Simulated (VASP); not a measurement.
# Al5As (P4/mmm) in VASP: further runs, part 2 of 2

VASP 6.6.1. Earlier steps stand in the parts before.

## (3) Single point, PBE

This run uses another cell than the first one, of 25.65 Å³/atom.

Contents of INCAR:

```
SYSTEM = Al5As
PREC     = Accurate       ! precision mode
ENCUT    = 520            ! plane-wave cutoff, eV
EDIFF    = 1E-7           ! SCF threshold, eV
ISMEAR   = 0              ! smearing method
SIGMA    = 0.1            ! smearing width, eV
LREAL    = .FALSE.        ! projectors in reciprocal space
LASPH    = .TRUE.         ! aspherical terms in the spheres
NELM     = 100            ! most SCF steps
ALGO     = Normal         ! electronic algorithm
ISIF     = 2              ! what is computed and relaxed
LWAVE    = .FALSE.        ! write WAVECAR
LCHARG   = .TRUE.         ! write CHGCAR
GGA      = PE             ! functional
LELF     = .TRUE.         ! ELF
LVHAR    = .TRUE.       
NBANDS   = 19             ! bands
```

Contents of KPOINTS:

```
regular mesh
0
G
  4 4 4
  0 0 0
```

Contents of POSCAR:

```
Al5As
1.0
    7.3922340527      0.0000000000      0.0000000000
    0.0000000000      7.3922340527      0.0000000000
    0.0000000000      0.0000000000      2.8163878814
Al As
5 1
Direct
    0.1699801567      0.5000000000      0.0000000000
    0.8300198433      0.5000000000      0.0000000000
    0.5000000000      0.1699801567      0.0000000000
    0.5000000000      0.8300198433      0.0000000000
    0.0000000000      0.0000000000      0.5000000000
    0.5000000000      0.5000000000      0.0000000000
```

Potentials or basis: VASP PAW PBE potentials, release 64 (Al, As).

Launch:

```
cat potpaw_PBE.64/Al/POTCAR potpaw_PBE.64/As/POTCAR > POTCAR
mpirun -np 1 vasp_std > vasp.out
```

OUTCAR:

```text
SYSTEM = Al5As
   PREC = Accurate
   ENCUT = 520
   EDIFF = 1E-7
   ISMEAR = 0
   LREAL = .FALSE.
   LASPH = .TRUE.
   NELM = 100
   ISIF = 2
   GGA = PE

 ion  position               nearest neighbor table
   1  0.170  0.500  0.000-   6 2.44   2 2.51
   2  0.830  0.500  0.000-   6 2.44   1 2.51
   3  0.500  0.170  0.000-   6 2.44   4 2.51
   4  0.500  0.830  0.000-   6 2.44   3 2.51
   5  0.000  0.000  0.500-
   6  0.500  0.500  0.000-   1 2.44   2 2.44   3 2.44   4 2.44

  LATTYP: Found a simple tetragonal cell.
 ALAT       =     7.3922340527
 C/A-ratio  =     0.3809927907

  Lattice vectors:

 A1 = (   7.3922340527,   0.0000000000,   0.0000000000)
 A2 = (   0.0000000000,   7.3922340527,   0.0000000000)
 A3 = (   0.0000000000,   0.0000000000,   2.8163878814)

Analysis of symmetry for initial positions (statically):
=====================================================================
 Subroutine PRICEL returns:
 Original cell was already a primitive cell.

 Routine SETGRP: Setting up the symmetry group for a
 simple tetragonal supercell.

 Subroutine GETGRP returns: Found 16 space group operations
 (whereof 16 operations were pure point group operations)
 out of a pool of 16 trial point group operations.

The static configuration has the point symmetry D_4h.

Analysis of symmetry for dynamics (positions and initial velocities):
=====================================================================
 Subroutine PRICEL returns:
 Original cell was already a primitive cell.

 Routine SETGRP: Setting up the symmetry group for a
 simple tetragonal supercell.

 Subroutine GETGRP returns: Found 16 space group operations
 (whereof 16 operations were pure point group operations)
 out of a pool of 16 trial point group operations.

The dynamic configuration has the point symmetry D_4h.

 Subroutine INISYM returns: Found 16 space group operations
 (whereof 16 operations are pure point group operations),
 and found     1 'primitive' translations

----------------------------------------------------------------------------------------

                                     Primitive cell

  volume of cell :     153.9019

  direct lattice vectors                    reciprocal lattice vectors
     7.392234053  0.000000000  0.000000000     0.135277102  0.000000000  0.000000000
     0.000000000  7.392234053  0.000000000     0.000000000  0.135277102  0.000000000
     0.000000000  0.000000000  2.816387881     0.000000000  0.000000000  0.355064729

  length of vectors
     7.392234053  7.392234053  2.816387881     0.135277102  0.135277102  0.355064729

  position of ions in fractional coordinates (direct lattice)
     0.169980157  0.500000000  0.000000000
     0.830019843  0.500000000  0.000000000
     0.500000000  0.169980157  0.000000000
     0.500000000  0.830019843  0.000000000
     0.000000000  0.000000000  0.500000000
     0.500000000  0.500000000  0.000000000

  ion indices of the primitive-cell ions
[... 27 lines left out ...]
     0.000000000  0.000000000  0.000000000

 Subroutine IBZKPT returns following result:
 ===========================================

 Found     18 irreducible k-points:

 Following reciprocal coordinates:
            Coordinates               Weight
  0.000000  0.000000  0.000000      1.000000
  0.250000  0.000000  0.000000      4.000000
  0.500000  0.000000  0.000000      2.000000
  0.250000  0.250000  0.000000      4.000000
  0.500000  0.250000  0.000000      4.000000
  0.500000  0.500000  0.000000      1.000000
[... 10 lines left out ...]
  0.500000  0.250000  0.500000      4.000000
  0.500000  0.500000  0.500000      1.000000
   k-points           NKPTS =     18   k-points in BZ     NKDIM =     18   number of bands    NBANDS=     19
   number of dos      NEDOS =    301   number of ions     NIONS =      6
   total plane-waves  NPLWV =  75264
   dimension x,y,z NGX =    56 NGY =   56 NGZ =   24
   dimension x,y,z NGXF=   112 NGYF=  112 NGZF=   48
   ions per type =               5   1
   NGX,Y,Z   is equivalent  to a cutoff of  12.59, 12.59, 14.17 a.u.
   NGXF,Y,Z  is equivalent  to a cutoff of  25.19, 25.19, 28.33 a.u.
 SYSTEM =  Al5As
   PREC   = accura    normal or accurate (medium, high low for compatibility)
   ISTART =      0    job   : 0-new  1-cont  2-samecut
   ICHARG =      2    charge: 1-file 2-atom 10-const
   ISPIN  =      1    spin polarized calculation?
   LNONCOLLINEAR =      F non collinear calculations
   LSORBIT =      F    spin-orbit coupling
   LASPH  =      T    aspherical Exc in radial PAW
   ENCUT  =  520.0 eV  38.22 Ry    6.18 a.u.  13.74 13.74  5.24*2*pi/ulx,y,z
   NELM   =    100;   NELMIN=  2; NELMDL= -5     # of ELM steps
   EDIFF  = 0.1E-06   stopping-criterion for ELM
   LREAL  =      F    real-space projection
   EDIFFG = 0.1E-05   stopping-criterion for IOM
   NSW    =      0    number of steps for IOM
   IBRION =     -1    ionic relax: 0-MD 1-quasi-New 2-CG
   NFREE  =      0    steps in history (QN), initial steepest desc. (CG)
   ISIF   =      2    stress and relaxation
   ISYM   =      2    0-nonsym 1-usesym 2-fastsym
   POTIM  = 0.5000    time-step for ionic-motion
   TEBEG  =    0.0;   TEEND  =   0.0 temperature during run
   PSTRESS=    0.0 pullay stress
   NELECT =      20.0000    total number of electrons
   NUPDOWN=      -1.0000    fix difference up-down
   EMIN   =  10.00;   EMAX   =-10.00  energy-range for DOS
   EFERMI =   0.00;   METHOD = LEGACY
   ISMEAR =     0;   SIGMA  =   0.10  broadening in eV -4-tet -1-fermi 0-gaus
   EFERMI_NEDOS =   21; number of points for ismear=-14 and -15
   IALGO  =     38    algorithm
   IMIX   =      4    mixing-type and parameters
     AMIX     =   0.40;   BMIX     =  1.00
     AMIX_MAG =   1.60;   BMIX_MAG =  1.00
  volume/ion in A,a.u.               =      25.65       173.10
  Fermi-wavevector in a.u.,A,eV,Ry     =   0.829221  1.567000  9.355464  0.687607
  Thomas-Fermi vector in A             =   1.941731
   LORBIT       =      0    0 simple, 1 ext, 2 COOP (PROOUT), +10 PAW based schemes
   GGA     = PE    functional components
   LHFCALC =     F    Hartree Fock is set to
   AEXX    =    0.0000 exact exchange contribution
   IVDW    =     0    specifies the selected vdW correction
   LEPSILON=     F    determine dielectric tensor
   LRPA    =     F    only Hartree local field effects (RPA)
 non-spin polarized calculation
 Gauss-broadening in eV      SIGMA  =   0.10
  energy-cutoff  :      520.00
  volume of cell :      153.90
 maximum number of plane-waves:      4170
 NGX is ok and might be reduce to    56
   NGX = 27   NGY = 27   NGZ = 11

 number of electron      19.9999999 magnetization

 Free energy of the ion-electron system (eV)
  ---------------------------------------------------
  ext. energy  EPLUGINS =         0.00000000
  ---------------------------------------------------
  free energy    TOTEN  =       -19.71552165 eV

  energy without entropy =      -19.69340099  energy(sigma->0) =      -19.70446132

 E-fermi :   3.7025     XC(G=0):  -8.5566

 val. band max:        3.6995120282   @ k =   0.5000   0.0000   0.0000
 cond. band min:       3.7140449142   @ k =   0.2500   0.2500   0.5000
 fundamental gap:      0.0145328859
 Fermi energy:         3.7024630947

 k-point     1 :       0.0000    0.0000    0.0000
  band No.  band energies     occupation
      1      -9.1965      2.00000
      2      -3.2847      2.00000
      3      -3.0676      2.00000
      4      -3.0676      2.00000
      5      -2.9994      2.00000
      6      -0.9214      2.00000
[... 373 lines left out ...]
      6       1.2619      2.00000
[... 11 lines left out ...]
     18       7.5554      0.00000
     19       7.8593      0.00000

------------------------ aborting loop because EDIFF is reached ----------------------------------------

  FORCE on cell =-STRESS in cart. coord.  units (eV):
  Direction    XX          YY          ZZ          XY          YZ          ZX
  --------------------------------------------------------------------------------------
  -------------------------------------------------------------------------------------
  Total        0.2935860      0.2935860      0.2207692      0.0000000     -0.0000000      0.0000000
  in kB        3.0563431      3.0563431      2.2982914      0.0000000     -0.0000000      0.0000000
  external PRESSURE =       2.8036592 kB  Pullay stress =       0.0000000 kB

 VOLUME and BASIS-vectors are now :
 -----------------------------------------------------------------------------
  energy-cutoff  :      520.00
  volume of cell :      153.90
      direct lattice vectors                 reciprocal lattice vectors
     7.392234053  0.000000000  0.000000000     0.135277102  0.000000000  0.000000000
     0.000000000  7.392234053  0.000000000     0.000000000  0.135277102  0.000000000
     0.000000000  0.000000000  2.816387881     0.000000000  0.000000000  0.355064729

 POSITION                                       TOTAL-FORCE (eV/Angst)
 -----------------------------------------------------------------------------------
      1.25653      3.69612      0.00000        -0.022861      0.000000      0.000000
      6.13570      3.69612      0.00000         0.022861      0.000000     -0.000000
      3.69612      1.25653      0.00000        -0.000000     -0.022861     -0.000000
      3.69612      6.13570      0.00000         0.000000      0.022861      0.000000
      0.00000      0.00000      1.40819        -0.000000      0.000000      0.000000
      3.69612      3.69612      0.00000        -0.000000      0.000000      0.000000
 -----------------------------------------------------------------------------------
    total drift:                               -0.000000     -0.000000      0.000000

  FREE ENERGIE OF THE ION-ELECTRON SYSTEM (eV)
  ---------------------------------------------------
  free  energy   TOTEN  =       -19.7155216456 eV

  energy  without entropy=      -19.6934009853  energy(sigma->0) =      -19.70446132
```

It took 24 s on 1 thread of Intel Xeon 6975P-C (Granite Rapids), shared host; peak memory 0.25 GiB.

What came out:

```
Free energy            : -19.7155 eV
Pressure               : 0.3 GPa
Largest force          : 0.023 eV/Å
Band gap on the k mesh : zero (bands 10 and 11 overlap by 1.13 eV)
```

Forces in eV/Å, atoms in the order of the input:
```
Al  -0.023  0.000  0.000
Al   0.023  0.000  0.000
Al   0.000 -0.023  0.000
Al   0.000  0.023  0.000
Al   0.000  0.000  0.000
As   0.000  0.000  0.000
```

Levels at points of the mesh, in eV from the Fermi level:
```tsv
k point	band 7	band 8	band 9	band 10	band 11	band 12	band 13	band 14
(0.00, 0.00, 0.00)	-1.66	-1.66	-1.09	0.21	0.21	0.81	0.94	3.40
(0.50, 0.00, 0.00)	-3.40	-2.49	0.00	0.18	0.73	0.93	1.39	1.69
(0.50, 0.50, 0.00)	-3.45	-3.28	-1.36	0.06	0.06	0.30	3.14	3.14
(0.00, 0.00, 0.50)	-1.85	-1.82	-0.75	-0.75	-0.28	0.05	2.32	2.32
(0.50, 0.00, 0.50)	-1.69	-1.46	-0.71	-0.55	-0.41	0.89	1.29	1.33
(0.50, 0.50, 0.50)	-1.35	-1.35	-1.03	-0.81	0.79	1.03	1.17	1.48
```

Caveat: the k points lie up to 0.56 Å⁻¹ apart, too coarse for converged energies and pressures of a metal.

## (4) Single point, PBE

This run uses another cell than the first one, of 26.87 Å³/atom.

Contents of INCAR:

```
SYSTEM = Al5As
PREC = Accurate
ENCUT = 520
EDIFF = 1E-6
ISMEAR = 0
SIGMA = 0.1
LREAL = .False.
LASPH = .True.
NELM = 100
ALGO = Normal
ISIF = 2
LWAVE = .False.
LCHARG = .True.
GGA = PE
LELF = .True.
LVHAR = .True.
NBANDS = 19
```

Contents of KPOINTS:

```
Automatic mesh
0
Gamma
  4 4 6
  0 0 0
```

Contents of POSCAR:

```
Al5As
1.0
    7.7984236153      0.0000000000      0.0000000000
    0.0000000000      7.7984236153      0.0000000000
    0.0000000000      0.0000000000      2.6511157297
Al As
5 1
Direct
    0.1700727036      0.5000000000      0.0000000000
    0.8299272964      0.5000000000      0.0000000000
    0.5000000000      0.1700727036      0.0000000000
    0.5000000000      0.8299272964      0.0000000000
    0.0000000000      0.0000000000      0.5000000000
    0.5000000000      0.5000000000      0.0000000000
```

Potentials or basis: VASP PAW PBE potentials, release 64 (Al, As).

Launch:

```
cat potpaw_PBE.64/Al/POTCAR potpaw_PBE.64/As/POTCAR > POTCAR
mpirun -np 1 vasp_std > vasp.out
```

OUTCAR:

```text
SYSTEM = Al5As
   PREC = Accurate
   ENCUT = 520
   EDIFF = 1E-6
   ISMEAR = 0
   LREAL = .False.
   LASPH = .True.
   NELM = 100
   ISIF = 2
   GGA = PE

 ion  position               nearest neighbor table
   1  0.170  0.500  0.000-   6 2.57   2 2.65
   2  0.830  0.500  0.000-   6 2.57   1 2.65
   3  0.500  0.170  0.000-   6 2.57   4 2.65
   4  0.500  0.830  0.000-   6 2.57   3 2.65
   5  0.000  0.000  0.500-
   6  0.500  0.500  0.000-   1 2.57   2 2.57   3 2.57   4 2.57
[... 733 lines left out ...]
  -------------------------------------------------------------------------------------
  Total        0.0593648      0.0593648      0.0550997      0.0000000      0.0000000      0.0000000
  in kB        0.5899252      0.5899252      0.5475417      0.0000000      0.0000000      0.0000000
  external PRESSURE =       0.5757974 kB  Pullay stress =       0.0000000 kB

 VOLUME and BASIS-vectors are now :
 -----------------------------------------------------------------------------
  energy-cutoff  :      520.00
  volume of cell :      161.23
      direct lattice vectors                 reciprocal lattice vectors
     7.798423615  0.000000000  0.000000000     0.128231044  0.000000000  0.000000000
     0.000000000  7.798423615  0.000000000     0.000000000  0.128231044  0.000000000
     0.000000000  0.000000000  2.651115730     0.000000000  0.000000000  0.377199678

 POSITION                                       TOTAL-FORCE (eV/Angst)
 -----------------------------------------------------------------------------------
      1.32630      3.89921      0.00000        -0.003466      0.000000      0.000000
      6.47212      3.89921      0.00000         0.003466      0.000000     -0.000000
      3.89921      1.32630      0.00000         0.000000     -0.003466     -0.000000
      3.89921      6.47212      0.00000        -0.000000      0.003466      0.000000
      0.00000      0.00000      1.32556        -0.000000      0.000000     -0.000000
      3.89921      3.89921      0.00000        -0.000000      0.000000     -0.000000
 -----------------------------------------------------------------------------------
    total drift:                               -0.000000      0.000000     -0.000000

  FREE ENERGIE OF THE ION-ELECTRON SYSTEM (eV)
  ---------------------------------------------------
  free  energy   TOTEN  =       -19.6069077717 eV

  energy  without entropy=      -19.5872144019  energy(sigma->0) =      -19.59706109
```

OSZICAR:

```text
N       E                     dE             d eps       ncg     rms          rms(c)
DAV:   1     0.353327043684E+02    0.35333E+02   -0.65653E+03   912   0.801E+02
DAV:   2    -0.165910329235E+02   -0.51924E+02   -0.48713E+02  1171   0.104E+02
DAV:   3    -0.200403619966E+02   -0.34493E+01   -0.34072E+01  1193   0.250E+01
DAV:   4    -0.200975286031E+02   -0.57167E-01   -0.57132E-01  1191   0.391E+00
DAV:   5    -0.200989539261E+02   -0.14253E-02   -0.14253E-02  1322   0.632E-01    0.430E+00
DAV:   6    -0.197076973505E+02    0.39126E+00   -0.18312E+00  1057   0.262E+00    0.220E+00
DAV:   7    -0.196299814285E+02    0.77716E-01   -0.15785E-01  1029   0.144E+00    0.121E+00
DAV:   8    -0.196080629193E+02    0.21919E-01   -0.70292E-02  1083   0.975E-01    0.198E-01
DAV:   9    -0.196069407960E+02    0.11221E-02   -0.11511E-02  1051   0.405E-01    0.884E-02
DAV:  10    -0.196069113102E+02    0.29486E-04   -0.57423E-04  1110   0.104E-01    0.484E-02
DAV:  11    -0.196069062487E+02    0.50616E-05   -0.83269E-05  1048   0.377E-02    0.159E-02
DAV:  12    -0.196069080259E+02   -0.17773E-05   -0.90387E-06  1112   0.135E-02    0.396E-03
DAV:  13    -0.196069077717E+02    0.25420E-06   -0.19099E-06   831   0.546E-03
   1 F= -.19606908E+02 E0= -.19597061E+02  d E =-.196934E-01
```

stdout:

```text
POSCAR found type information on POSCAR AlAs
 POSCAR found :  2 types and       6 ions
 scaLAPACK will be used
 LDA part: xc-table for (Slater+PW92), standard interpolation
 POSCAR, INCAR and KPOINTS ok, starting setup
 FFT: planning ... GRIDC
 FFT: planning ... GRID_SOFT
 FFT: planning ... GRID
 WAVECAR not read
 entering main loop
```

It took 28 s on 1 thread of Intel Xeon 6975P-C (Granite Rapids), shared host; peak memory 0.27 GiB.

What came out:

```yaml
Free_energy: -19.6069 eV
Pressure: 0.1 GPa
Largest_force: 0.003 eV/Å
Band_gap_on_the_k_mesh: zero (bands 10 and 11 overlap by 1.33 eV)
```

Forces on the atoms (eV/Å):
```
Al  -0.003  0.000  0.000
Al   0.003  0.000  0.000
Al   0.000 -0.003  0.000
Al   0.000  0.003  0.000
Al   0.000  0.000  0.000
As   0.000  0.000  0.000
```

Levels at points of the mesh, in eV from the Fermi level:
| k point | band 8 | band 9 | band 10 | band 11 | band 12 | band 13 |
| --- | --- | --- | --- | --- | --- | --- |
| (0.00, 0.00, 0.00) | -1.84 | -1.26 | -0.83 | -0.83 | -0.01 | 0.00 |
| (0.50, 0.00, 0.00) | -2.52 | -0.83 | -0.51 | -0.01 | 0.11 | 0.85 |
| (0.50, 0.50, 0.00) | -4.13 | -1.77 | -0.41 | -0.41 | -0.05 | 2.20 |
| (0.00, 0.00, 0.50) | -1.86 | -0.92 | -0.92 | -0.76 | 0.02 | 2.83 |
| (0.50, 0.00, 0.50) | -1.23 | -0.90 | -0.58 | -0.21 | 0.21 | 1.42 |
| (0.50, 0.50, 0.50) | -0.75 | -0.75 | -0.43 | 0.20 | 0.24 | 1.29 |

Caveat: the k points lie up to 0.40 Å⁻¹ apart, too coarse for converged energies and pressures of a metal.

## (5) The runs side by side

| cell | k mesh | gap on the mesh (eV) | pressure (GPa) | largest force (eV/Å) |
| --- | --- | --- | --- | --- |
| a = 5.606, b = 5.606, c = 3.818 Å, 6 atoms, atomic positions A | 4 × 4 × 4 | none | 142.5 | 57.02 |
| a = 7.392, b = 7.392, c = 2.816 Å, 6 atoms, atomic positions B | 4 × 4 × 4 | none | 0.3 | 0.02 |
| a = 7.798, b = 7.798, c = 2.651 Å, 6 atoms, atomic positions C | 4 × 4 × 6 | none | 0.1 | - |

Alike in all rows: task single point; level PBE; potentials or basis VASP PAW PBE potentials, release 64 (Al, As); no spin polarisation; cutoff (eV) 520; smearing gaussian 0.1 eV.

Caveats: all runs use coarse meshes; atoms lie so close that the PAW spheres overlap strongly, which falsifies energies and pressures (at least some runs); forces of over 1 eV/Å act on the atoms, so gaps and moduli don't describe the material at rest (at least some runs).

Total energies depend on the potentials used, so only differences within one code and one set of settings carry meaning.

The gap in the log of VASP goes by the Fermi energy; the results here count the filled bands.